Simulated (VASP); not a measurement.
# NaH (Fm-3m) in VASP: single point with PBE

Aim: the single point of NaH with PBE.

Program: VASP 6.6.1. These are calculated values, not measurements. Logs are shortened: lines on timing, memory, paths and dates and some standing lists are left out, and cuts for length are marked.

## Step 1: The cell of the first run

It takes space group Fm-3m (No. 225, cubic). The conventional cell has a = 4.889 Å, b = 4.889 Å, c = 4.889 Å, α = 90.00°, β = 90.00°, γ = 90.00°. Within 3.2 Å of Na (site symmetry m-3m) lie 6 H at 2.44 Å. H (site symmetry m-3m) has 6 Na at 2.44 Å within 3.2 Å.

## Step 2: Single point, PBE

Input file INCAR:

```
ALGO     = Normal         # electronic algorithm
EDIFF    = 1E-6           # SCF threshold, eV
ENCUT    = 500            # plane-wave cutoff, eV
GGA      = PE             # functional
GGA_COMPAT= F            
ISIF     = 2              # what is computed and relaxed
ISMEAR   = 1              # smearing method
LASPH    = T              # aspherical terms in the spheres
LCHARG   = T              # write CHGCAR
LELF     = T              # ELF
LREAL    = F              # projectors in reciprocal space
LVHAR    = T            
LWAVE    = F              # write WAVECAR
NBANDS   = 11             # bands
NELM     = 120            # most SCF steps
PREC     = Accurate       # precision mode
SIGMA    = 0.1703         # smearing width, eV
```

Input file KPOINTS:

```
k-points
0
Gamma
  9 9 9
```

Input file POSCAR:

```
NaH
1.0
    0.0000000000      2.4446150000      2.4446150000
    2.4446150000      0.0000000000      2.4446150000
    2.4446150000      2.4446150000      0.0000000000
Na H
1 1
Direct
    0.0000000000      0.0000000000      0.0000000000
    0.5000000000      0.5000000000      0.5000000000
```

Potentials or basis: VASP PAW PBE potentials, release 64 (Na_pv, H).

On the command line:

```
$ cat potpaw_PBE.64/Na_pv/POTCAR potpaw_PBE.64/H/POTCAR > POTCAR
$ mpirun -np 1 vasp_std > vasp.out
```

OUTCAR:

```text
EDIFF = 1E-6
   ENCUT = 500
   GGA = PE
   ISIF = 2
   ISMEAR = 1
   LASPH = T
   LREAL = F
   NELM = 120
   PREC = Accurate

 ion  position               nearest neighbor table
   1  0.000  0.000  0.000-
   2  0.500  0.500  0.500-

  LATTYP: Found a face centered cubic cell.
 ALAT       =     4.8892300000

  Lattice vectors:

 A1 = (   0.0000000000,   2.4446150000,   2.4446150000)
 A2 = (   2.4446150000,   0.0000000000,   2.4446150000)
 A3 = (   2.4446150000,   2.4446150000,   0.0000000000)

Analysis of symmetry for initial positions (statically):
=====================================================================
 Subroutine PRICEL returns:
 Original cell was already a primitive cell.

 Routine SETGRP: Setting up the symmetry group for a
 face centered cubic supercell.

 Subroutine GETGRP returns: Found 48 space group operations
 (whereof 48 operations were pure point group operations)
 out of a pool of 48 trial point group operations.

The static configuration has the point symmetry O_h .

Analysis of symmetry for dynamics (positions and initial velocities):
=====================================================================
 Subroutine PRICEL returns:
 Original cell was already a primitive cell.

 Routine SETGRP: Setting up the symmetry group for a
 face centered cubic supercell.

 Subroutine GETGRP returns: Found 48 space group operations
 (whereof 48 operations were pure point group operations)
 out of a pool of 48 trial point group operations.

The dynamic configuration has the point symmetry O_h .

 Subroutine INISYM returns: Found 48 space group operations
 (whereof 48 operations are pure point group operations),
 and found     1 'primitive' translations

----------------------------------------------------------------------------------------

                                     Primitive cell

  volume of cell :      29.2187

  direct lattice vectors                    reciprocal lattice vectors
     0.000000000  2.444615000  2.444615000    -0.204531184  0.204531184  0.204531184
     2.444615000  0.000000000  2.444615000     0.204531184 -0.204531184  0.204531184
     2.444615000  2.444615000  0.000000000     0.204531184  0.204531184 -0.204531184

  length of vectors
     3.457207688  3.457207688  3.457207688     0.354258402  0.354258402  0.354258402

  position of ions in fractional coordinates (direct lattice)
     0.000000000  0.000000000  0.000000000
     0.500000000  0.500000000  0.500000000

  ion indices of the primitive-cell ions
   primitive index   ion index
                 1           1
                 2           2

----------------------------------------------------------------------------------------

 KPOINTS: k-points

Automatic generation of k-mesh.
 Grid dimensions read from file:
 generate k-points for:    9    9    9

 Generating k-lattice:

  Cartesian coordinates                     Fractional coordinates (reciprocal lattice)
    -0.022725687  0.022725687  0.022725687     0.111111111  0.000000000  0.000000000
     0.022725687 -0.022725687  0.022725687     0.000000000  0.111111111  0.000000000
     0.022725687  0.022725687 -0.022725687     0.000000000  0.000000000  0.111111111

  Length of vectors
     0.039362045  0.039362045  0.039362045

  Shift w.r.t. Gamma in fractional coordinates (k-lattice)
     0.000000000  0.000000000  0.000000000

 Subroutine IBZKPT returns following result:
 ===========================================

 Found     35 irreducible k-points:

 Following reciprocal coordinates:
            Coordinates               Weight
  0.000000  0.000000  0.000000      1.000000
  0.111111  0.000000  0.000000      8.000000
  0.222222  0.000000  0.000000      8.000000
  0.333333  0.000000  0.000000      8.000000
  0.444444  0.000000  0.000000      8.000000
  0.111111  0.111111  0.000000      6.000000
[... 16 lines left out ...]
 -0.333333  0.333333  0.000000     12.000000
  0.444444  0.444444  0.000000      6.000000
 [... further k-points ...]
   k-points           NKPTS =     35   k-points in BZ     NKDIM =     35   number of bands    NBANDS=     11
   number of dos      NEDOS =    301   number of ions     NIONS =      2
   total plane-waves  NPLWV =  21952
   dimension x,y,z NGX =    28 NGY =   28 NGZ =   28
   dimension x,y,z NGXF=    56 NGYF=   56 NGZF=   56
   ions per type =               1   1
   NGX,Y,Z   is equivalent  to a cutoff of  13.46, 13.46, 13.46 a.u.
   NGXF,Y,Z  is equivalent  to a cutoff of  26.93, 26.93, 26.93 a.u.
 SYSTEM =  unknown system
   PREC   = accura    normal or accurate (medium, high low for compatibility)
   ISTART =      0    job   : 0-new  1-cont  2-samecut
   ICHARG =      2    charge: 1-file 2-atom 10-const
   ISPIN  =      1    spin polarized calculation?
   LNONCOLLINEAR =      F non collinear calculations
   LSORBIT =      F    spin-orbit coupling
   LASPH  =      T    aspherical Exc in radial PAW
   ENCUT  =  500.0 eV  36.75 Ry    6.06 a.u.   6.30  6.30  6.30*2*pi/ulx,y,z
   NELM   =    120;   NELMIN=  2; NELMDL= -5     # of ELM steps
   EDIFF  = 0.1E-05   stopping-criterion for ELM
   LREAL  =      F    real-space projection
   EDIFFG = 0.1E-04   stopping-criterion for IOM
   NSW    =      0    number of steps for IOM
   IBRION =     -1    ionic relax: 0-MD 1-quasi-New 2-CG
   NFREE  =      0    steps in history (QN), initial steepest desc. (CG)
   ISIF   =      2    stress and relaxation
   ISYM   =      2    0-nonsym 1-usesym 2-fastsym
   POTIM  = 0.5000    time-step for ionic-motion
   TEBEG  =    0.0;   TEEND  =   0.0 temperature during run
   PSTRESS=    0.0 pullay stress
   NELECT =       8.0000    total number of electrons
   NUPDOWN=      -1.0000    fix difference up-down
   EMIN   =  10.00;   EMAX   =-10.00  energy-range for DOS
   EFERMI =   0.00;   METHOD = LEGACY
   ISMEAR =     1;   SIGMA  =   0.17  broadening in eV -4-tet -1-fermi 0-gaus
   EFERMI_NEDOS =   21; number of points for ismear=-14 and -15
   IALGO  =     38    algorithm
   IMIX   =      4    mixing-type and parameters
     AMIX     =   0.40;   BMIX     =  1.00
     AMIX_MAG =   1.60;   BMIX_MAG =  1.00
  volume/ion in A,a.u.               =      14.61        98.59
  Fermi-wavevector in a.u.,A,eV,Ry     =   1.063043  2.008861 15.375419  1.130061
  Thomas-Fermi vector in A             =   2.198515
   LORBIT       =      0    0 simple, 1 ext, 2 COOP (PROOUT), +10 PAW based schemes
   GGA     = PE    functional components
   LHFCALC =     F    Hartree Fock is set to
   AEXX    =    0.0000 exact exchange contribution
   IVDW    =     0    specifies the selected vdW correction
   LEPSILON=     F    determine dielectric tensor
   LRPA    =     F    only Hartree local field effects (RPA)
 non-spin polarized calculation
 Methfessel and Paxton  Order N= 1 SIGMA  =   0.17
  energy-cutoff  :      500.00
  volume of cell :       29.22
 maximum number of plane-waves:       751
 NGX is ok and might be reduce to    28
   NGX = 13   NGY = 13   NGZ = 13

 number of electron       8.0000009 magnetization

 Free energy of the ion-electron system (eV)
  ---------------------------------------------------
  ext. energy  EPLUGINS =         0.00000000
  ---------------------------------------------------
  free energy    TOTEN  =        -5.08412025 eV

  energy without entropy =       -5.08624302  energy(sigma->0) =       -5.08482784

 E-fermi :  -1.1843     XC(G=0):  -7.6540

 val. band max:       -1.2852353053   @ k =  -0.3333   0.4444   0.1111
 cond. band min:       2.7136538510   @ k =  -0.4444   0.1111   0.0000
 fundamental gap:      3.9988891562
 Fermi energy:        -1.1842668132

 k-point     1 :       0.0000    0.0000    0.0000
  band No.  band energies     occupation
      1     -23.3870      2.00000
      2     -23.3870      2.00000
      3     -23.3870      2.00000
      4      -4.7427      2.00000
      5       8.8917      0.00000
      6      14.1207      0.00000
      7      14.1207      0.00000
      8      14.1207      0.00000
      9      14.8954      0.00000
     10      14.8954      0.00000
     11      14.8954      0.00000

 k-point     2 :       0.1111    0.0000    0.0000
  band No.  band energies     occupation
      1     -23.3968      2.00000
      2     -23.3882      2.00000
      3     -23.3882      2.00000
      4      -4.5363      2.00000
      5       8.2321      0.00000
      6      11.7913      0.00000
      7      13.4036      0.00000
      8      13.4036      0.00000
      9      15.7863      0.00000
     10      15.7863      0.00000
     11      15.8985      0.00000

 k-point     3 :       0.2222    0.0000    0.0000
  band No.  band energies     occupation
      1     -23.4215      2.00000
      2     -23.3912      2.00000
      3     -23.3912      2.00000
      4      -3.9417      2.00000
      5       6.3863      0.00000
      6      10.2839      0.00000
      7      12.6758      0.00000
      8      12.6758      0.00000
      9      16.0488      0.00000
     10      16.0488      0.00000
     11      16.9576      0.00000

 k-point     4 :       0.3333    0.0000    0.0000
  band No.  band energies     occupation
      1     -23.4493      2.00000
      2     -23.3946      2.00000
      3     -23.3946      2.00000
      4      -3.0582      2.00000
      5       4.2535      0.00000
      6       9.6198      0.00000
      7      12.2026      0.00000
      8      12.2026      0.00000
      9      15.3054      0.00000
     10      15.3054      0.00000
     11      17.4296      0.00000

 k-point     5 :       0.4444    0.0000    0.0000
  band No.  band energies     occupation
      1     -23.4673      2.00000
      2     -23.3968      2.00000
      3     -23.3968      2.00000
      4      -2.2135      2.00000
      5       2.7199      0.00000
      6       9.3518      0.00000
      7      11.9740      0.00000
      8      11.9740      0.00000
      9      14.8379      0.00000
     10      14.8379      0.00000
     11      17.2821      0.00000
[... 211 lines left out ...]
 k-point    21 :       0.4444    0.3333    0.0000
  band No.  band energies     occupation
      1     -23.4526      2.00000
      2     -23.4149      2.00000
      3     -23.4109      2.00000
      4      -1.9421      2.00000
      5       4.0932      0.00000
      6       7.4099      0.00000
      7       9.5990      0.00000
      8      10.1934      0.00000
      9      12.2539      0.00000
     10      19.9433      0.00000
     11      21.2422      0.00000

 k-point    22 :      -0.4444    0.3333    0.0000
  band No.  band energies     occupation
      1     -23.4517      2.00000
      2     -23.4271      2.00000
      3     -23.4097      2.00000
      4      -1.4435      2.05332
      5       3.8464      0.00000
      6       5.6193      0.00000
      7       9.7604      0.00000
      8      10.2758      0.00000
      9      14.5950      0.00000
     10      19.7674      0.00000
     11      20.3582      0.00000

 k-point    23 :      -0.3333    0.3333    0.0000
  band No.  band energies     occupation
      1     -23.4415      2.00000
      2     -23.4392      2.00000
      3     -23.4052      2.00000
      4      -1.4802      2.03387
      5       4.3596      0.00000
      6       4.5641      0.00000
      7      10.2810      0.00000
      8      10.8230      0.00000
      9      16.7283      0.00000
     10      19.6181      0.00000
     11      19.9287      0.00000

 k-point    24 :       0.4444    0.4444    0.0000
  band No.  band energies     occupation
      1     -23.4591      2.00000
      2     -23.4145      2.00000
      3     -23.4145      2.00000
      4      -1.5687      2.00639
      5       3.5541      0.00000
      6       8.7575      0.00000
      7       9.2981      0.00000
      8       9.2981      0.00000
      9      10.3468      0.00000
     10      21.5580      0.00000
     11      23.4458      0.00000

 [... further k-points ...]

------------------------ aborting loop because EDIFF is reached ----------------------------------------

  FORCE on cell =-STRESS in cart. coord.  units (eV):
  Direction    XX          YY          ZZ          XY          YZ          ZX
  --------------------------------------------------------------------------------------
  -------------------------------------------------------------------------------------
  Total       -0.1543777     -0.1543777     -0.1543777     -0.0000000      0.0000000     -0.0000000
  in kB       -8.4651320     -8.4651320     -8.4651320     -0.0000000      0.0000000     -0.0000000
  external PRESSURE =      -8.4651320 kB  Pullay stress =       0.0000000 kB

 VOLUME and BASIS-vectors are now :
 -----------------------------------------------------------------------------
  energy-cutoff  :      500.00
  volume of cell :       29.22
      direct lattice vectors                 reciprocal lattice vectors
     0.000000000  2.444615000  2.444615000    -0.204531184  0.204531184  0.204531184
     2.444615000  0.000000000  2.444615000     0.204531184 -0.204531184  0.204531184
     2.444615000  2.444615000  0.000000000     0.204531184  0.204531184 -0.204531184

 POSITION                                       TOTAL-FORCE (eV/Angst)
 -----------------------------------------------------------------------------------
      0.00000      0.00000      0.00000        -0.000000      0.000000      0.000000
      2.44462      2.44462      2.44462         0.000000     -0.000000     -0.000000
 -----------------------------------------------------------------------------------
    total drift:                               -0.000000     -0.000000     -0.000000

  FREE ENERGIE OF THE ION-ELECTRON SYSTEM (eV)
  ---------------------------------------------------
  free  energy   TOTEN  =        -5.0841202540 eV

  energy  without entropy=       -5.0862430248  energy(sigma->0) =       -5.08482784
```

Run time: 13 s. Hardware: 1 thread of Intel Xeon Platinum 8488C (Sapphire Rapids), shared host; peak memory 0.15 GiB.

What came out:

- Free energy: -5.0841 eV
- Pressure: -0.8 GPa
- Band gap on the k mesh: 4.00 eV, indirect (least direct gap 4.69 eV)
